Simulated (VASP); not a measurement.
Runs of VASP 6.6.1 on In3S2. The structure is that of space group R-3m (No. 166), or close to it. The cells are those of the table. 

```csv
task,cell,k mesh,cutoff (eV),gap on the mesh (eV),pressure (GPa),largest force (eV/Å)
single point,"a = 5.564 Å, angles 101.6°, 5 atoms",3 × 3 × 3,520,none,-0.1,-
relaxation of cell and atoms,"relaxed from a = 5.485 Å, angles 90.9°, 5 atoms",3 × 3 × 3,600,none,0.1,0.03
single point,"a = 5.575 Å, angles 102.3°, 5 atoms",6 × 6 × 6,520,none,-0.1,(a)
single point,"a = 5.485 Å, angles 90.9°, 5 atoms",3 × 3 × 3,520,none,14.4,1.06
```

Alike in all rows: level PBE; potentials or basis VASP PAW PBE potentials, release 64 (In_d, S); no spin polarisation; smearing gaussian 0.1 eV.

Q: Fill in the values left out.

A: (a) 0.01.

Caveats: some runs use coarse meshes; spin-orbit coupling is left out, which moves the levels of the heavy elements; forces of over 1 eV/Å act on the atoms, so gaps and moduli don't describe the material at rest (some runs).

A k mesh can miss the band edges, and the runs leave out spin-orbit coupling on In.

A gap of «none» marks levels without a gap at the run's occupations.
